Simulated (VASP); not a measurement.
# BaTiO3 in VASP: further runs, part 2 of 2

VASP 6.6.1. The steps go on from the part before.

### 3 Single point, PBE

This run uses another cell than the first one, of 12.93 Å³/atom.

INCAR

```
ALGO     = Normal         # electronic algorithm
EDIFF    = 1E-6           # SCF threshold, eV
ENCUT    = 1340           # plane-wave cutoff, eV
GGA      = PE             # functional
GGA_COMPAT= False        
ISIF     = 2              # what is computed and relaxed
ISMEAR   = 0              # smearing method
LASPH    = True           # aspherical terms in the spheres
LCHARG   = True           # write CHGCAR
LELF     = True           # ELF
LREAL    = False          # projectors in reciprocal space
LVHAR    = True         
LWAVE    = False          # write WAVECAR
NBANDS   = 28             # bands
NELM     = 120            # most SCF steps
PREC     = Accurate       # precision mode
SIGMA    = 0.02           # smearing width, eV
```

KPOINTS

```
k-points
0
Gamma
  8 8 8
```

POSCAR

```
BaTiO3
1.0
    3.9790584239      0.0000000000      0.0000000000
    0.0000000000      4.0301065033      0.0000000000
    0.0000000000      0.0000000000      4.0301065033
Ba Ti O
1 1 3
Direct
    0.5000000000      0.5000000000      0.5000000000
    0.0000000000      0.0000000000      0.0000000000
    0.5000000000      0.0000000000      0.0000000000
    0.0000000000      0.5000000000      0.0000000000
    0.0000000000      0.0000000000      0.5000000000
```

Potentials or basis: VASP PAW PBE potentials, release 64 (Ba_sv, Ti_sv, O_h).

Command:

```
> cat potpaw_PBE.64/Ba_sv/POTCAR potpaw_PBE.64/Ti_sv/POTCAR potpaw_PBE.64/O_h/POTCAR > POTCAR
> mpirun -np 1 vasp_std > vasp.out
```

Wall time 6.4 min (1 thread of Intel Xeon Platinum 8259CL at 2.50GHz (Skylake/Cascade Lake), shared host); peak memory 0.72 GiB.

The run converged. Its results:

```yaml
Free_energy: -40.0003 eV
Pressure: 2.4 GPa
Band_gap_on_the_k_mesh: 1.71 eV (least direct gap 1.86 eV)
```

Stress tensor (GPa, compression positive):
```
4.00 0.00 0.00
0.00 1.57 0.00
0.00 0.00 1.57
```

Levels at points of the mesh, in eV from the valence-band top:
| k point | band 16 | band 17 | band 18 | band 19 | band 20 | band 21 | band 22 | band 23 | band 24 | band 25 |
| --- | --- | --- | --- | --- | --- | --- | --- | --- | --- | --- |
| (0.00, 0.00, 0.00) | -1.10 | -1.06 | -0.17 | -0.17 | -0.15 | 1.71 | 1.73 | 1.73 | 3.80 | 3.89 |
| (0.50, 0.00, 0.00) | -1.92 | -1.92 | -1.91 | -0.73 | -0.73 | 1.87 | 3.51 | 3.51 | 3.80 | 5.89 |
| (0.00, 0.50, 0.00) | -1.90 | -1.78 | -1.78 | -0.72 | -0.71 | 1.88 | 3.40 | 3.41 | 3.87 | 5.82 |
| (0.50, 0.50, 0.00) | -2.66 | -1.72 | -0.85 | -0.85 | -0.09 | 3.41 | 3.52 | 3.88 | 4.64 | 7.62 |
| (0.00, 0.50, 0.50) | -2.61 | -1.73 | -0.96 | -0.96 | -0.12 | 3.41 | 3.41 | 3.81 | 4.77 | 7.48 |
| (0.50, 0.50, 0.50) | -2.46 | -2.34 | -0.03 | 0.00 | 0.00 | 4.06 | 4.12 | 4.12 | 6.64 | 6.70 |

Caveat: spin-orbit coupling is left out, which moves the levels of the heavy elements. A k mesh can miss the band edges.

### 4 Single point, PBE

This run uses another cell than the first one, of 12.51 Å³/atom.

INCAR

```
SYSTEM = BaTiO3
PREC = Accurate
ENCUT = 1340
EDIFF = 1E-6
ISMEAR = 0
SIGMA = 0.02
LREAL = .FALSE.
LASPH = .TRUE.
NELM = 120
ALGO = Normal
ISIF = 2
LWAVE = .FALSE.
LCHARG = .TRUE.
GGA = PE
LELF = .TRUE.
LVHAR = .TRUE.
NBANDS = 28
GGA_COMPAT = .FALSE.
```

KPOINTS

```
regular mesh
0
G
  8 8 8
  0 0 0
```

Changes to POSCAR since step 3:

```diff
@@ -2,5 +2,5 @@
 1.0
-    3.9790584239      0.0000000000      0.0000000000
-    0.0000000000      4.0301065033      0.0000000000
-    0.0000000000      0.0000000000      4.0301065033
+    3.8986734063      0.0000000000      0.0000000000
+    0.0000000000      3.8986734063      0.0000000000
+    0.0000000000      0.0000000000      4.1162665584
 Ba Ti O
```

Command:

```
> cat potpaw_PBE.64/Ba_sv/POTCAR potpaw_PBE.64/Ti_sv/POTCAR potpaw_PBE.64/O_h/POTCAR > POTCAR
> mpirun -np 1 vasp_std > vasp.out
```

Run time: 10 min. Hardware: 1 thread of Intel Xeon Platinum 8259CL at 2.50GHz (Skylake/Cascade Lake), shared host; peak memory 0.72 GiB.

The run converged. Its results:

- Free energy: -39.8520 eV
- Pressure: 9.1 GPa
- Band gap on the k mesh: 1.69 eV (least direct gap 1.86 eV)

Stress tensor (GPa, compression positive):
```
12.86  0.00  0.00
 0.00 12.86  0.00
 0.00  0.00  1.48
```

Levels at points of the mesh, in eV from the valence-band top:
```csv
k point,band 17,band 18,band 19,band 20,band 21,band 22,band 23,band 24
"(0.00, 0.00, 0.00)",-1.12,-0.25,-0.17,-0.17,1.69,1.69,1.79,3.77
"(0.50, 0.00, 0.00)",-2.13,-1.97,-0.85,-0.77,1.88,3.69,3.71,3.87
"(0.50, 0.50, 0.00)",-1.78,-0.63,-0.63,-0.06,3.70,3.70,4.18,4.53
"(0.00, 0.00, 0.50)",-1.55,-1.55,-0.75,-0.75,1.92,3.24,3.24,4.23
"(0.50, 0.00, 0.50)",-1.77,-1.12,-1.09,-0.28,3.25,3.71,3.91,5.06
"(0.50, 0.50, 0.50)",-2.36,-0.09,-0.09,0.00,4.18,4.18,4.42,6.61
```

Caveat: the stress differs along the axes, from 1 to 13 GPa; spin-orbit coupling is left out, which moves the levels of the heavy elements. A k mesh can miss the band edges.

### 5 Single point, PBE (biaxial strain in the a-b plane: -3.0 %, then relaxed in part)

INCAR

```
ALGO = Normal ; EDIFF = 1E-6
ENCUT = 1340 ; GGA = PE
GGA_COMPAT = False ; ISIF = 2
ISMEAR = 0 ; LASPH = True
LCHARG = True ; LELF = True
LREAL = False ; LVHAR = True
LWAVE = False ; NBANDS = 28
NELM = 120 ; PREC = Accurate
SIGMA = 0.02
```

KPOINTS

```
k-points
0
Gamma
  8 8 8
```

POSCAR is that of step 4.

Command:

```
> cat potpaw_PBE.64/Ba_sv/POTCAR potpaw_PBE.64/Ti_sv/POTCAR potpaw_PBE.64/O_h/POTCAR > POTCAR
> mpirun -np 1 vasp_std > vasp.out
```

Run time: 3.4 min. Hardware: 1 thread of Intel Xeon Platinum 8559C (Emerald Rapids), shared host; peak memory 0.72 GiB.

The run converged. Its results:

| Quantity | Value |
| --- | --- |
| Free energy | -39.8520 eV |
| Pressure | 9.1 GPa |
| Band gap on the k mesh | 1.69 eV (least direct gap 1.86 eV) |

Stress tensor (GPa, compression positive):
```
12.86  0.00  0.00
 0.00 12.86  0.00
 0.00  0.00  1.48
```

Levels at points of the mesh, in eV from the valence-band top:
```tsv
k point	band 16	band 17	band 18	band 19	band 20	band 21	band 22	band 23	band 24	band 25
(0.00, 0.00, 0.00)	-1.12	-1.12	-0.25	-0.17	-0.17	1.69	1.69	1.79	3.77	4.21
(0.50, 0.00, 0.00)	-2.14	-2.13	-1.97	-0.85	-0.77	1.88	3.69	3.71	3.87	6.24
(0.50, 0.50, 0.00)	-3.10	-1.78	-0.63	-0.63	-0.06	3.70	3.70	4.18	4.53	8.08
(0.00, 0.00, 0.50)	-2.06	-1.55	-1.55	-0.75	-0.75	1.92	3.24	3.24	4.23	5.87
(0.50, 0.00, 0.50)	-2.61	-1.77	-1.12	-1.09	-0.28	3.25	3.71	3.91	5.06	7.55
(0.50, 0.50, 0.50)	-2.36	-2.36	-0.09	-0.09	0.00	4.18	4.18	4.42	6.61	6.61
```

Caveat: the cell differs from its parent crystal (biaxial strain in the a-b plane: -3.0 %, then relaxed in part); the stress differs along the axes, from 1 to 13 GPa; spin-orbit coupling is left out, which moves the levels of the heavy elements. A k mesh can miss the band edges.

### 6 Single point, PBE

This run uses another cell than the first one, of 12.19 Å³/atom.

INCAR

```
PREC = Accurate
ENCUT = 1340
EDIFF = 1E-6
ISMEAR = 0
SIGMA = 0.02
LREAL = F
LASPH = T
NELM = 120
ALGO = Normal
ISIF = 2
LWAVE = F
LCHARG = F
GGA = PE
NBANDS = 28
GGA_COMPAT = F
```

KPOINTS

```
Automatic mesh
0
Gamma
  8 8 8
```

Changes to POSCAR since step 5:

```diff
@@ -2,5 +2,5 @@
 1.0
-    3.8986734063      0.0000000000      0.0000000000
-    0.0000000000      3.8986734063      0.0000000000
-    0.0000000000      0.0000000000      4.1162665584
+    3.9349811722      0.0000000000      0.0000000000
+    0.0000000000      3.9349811722      0.0000000000
+    0.0000000000      0.0000000000      3.9349811722
 Ba Ti O
```

Potentials or basis: VASP PAW PBE potentials, release 64 (Ba_sv, Ti_sv, O_h).

Command:

```
> cat potpaw_PBE.64/Ba_sv/POTCAR potpaw_PBE.64/Ti_sv/POTCAR potpaw_PBE.64/O_h/POTCAR > POTCAR
> mpirun -np 1 vasp_std > vasp.out
```

Wall time 3.2 min (1 thread of AMD EPYC 7R13 (Zen 3), shared host); peak memory 0.46 GiB.

It converged, with:

```
Free energy            : -39.8177 eV
Pressure               : 13.9 GPa
Band gap on the k mesh : 1.85 eV (least direct gap 1.94 eV)
```

Levels at points of the mesh, in eV from the valence-band top:
| k point | band 16 | band 17 | band 18 | band 19 | band 20 | band 21 | band 22 | band 23 | band 24 | band 25 |
| --- | --- | --- | --- | --- | --- | --- | --- | --- | --- | --- |
| (0.00, 0.00, 0.00) | -1.17 | -1.17 | -0.09 | -0.09 | -0.09 | 1.85 | 1.85 | 1.85 | 4.26 | 4.26 |
| (0.50, 0.00, 0.00) | -2.01 | -1.89 | -1.89 | -0.71 | -0.71 | 2.03 | 3.75 | 3.75 | 4.28 | 6.43 |
| (0.50, 0.50, 0.00) | -2.88 | -1.69 | -0.84 | -0.84 | -0.10 | 3.76 | 3.76 | 4.19 | 5.20 | 8.13 |
| (0.50, 0.50, 0.50) | -2.37 | -2.37 | 0.00 | 0.00 | 0.00 | 4.49 | 4.49 | 4.49 | 6.96 | 6.96 |

Caveat: the cell stands under pressure; spin-orbit coupling is left out, which moves the levels of the heavy elements.

### 7 Summary

| cell | gap on the mesh (eV) | pressure (GPa) |
| --- | --- | --- |
| a = 3.979, b = 3.979, c = 4.050 Å, 5 atoms | 1.71 | 3.8 |
| a = 3.979, b = 4.030, c = 4.030 Å, 5 atoms | 1.71 | 2.4 |
| a = 3.899, b = 3.899, c = 4.116 Å, 5 atoms | 1.69 | 9.1 |
| a = 3.935 Å, 5 atoms | 1.85 | 13.9 |

Alike in all rows: task single point; level PBE; potentials or basis VASP PAW PBE potentials, release 64 (Ba_sv, Ti_sv, O_h); no spin polarisation; k mesh 8 × 8 × 8; cutoff (eV) 1340; smearing gaussian 0.02 eV.

Caveats: spin-orbit coupling is left out, which moves the levels of the heavy elements; the cell stands under pressure (at least some runs); the stress differs along the axes, from 1 to 13 GPa (at least some runs).

Absolute energies hang on the potentials; compare differences alone.
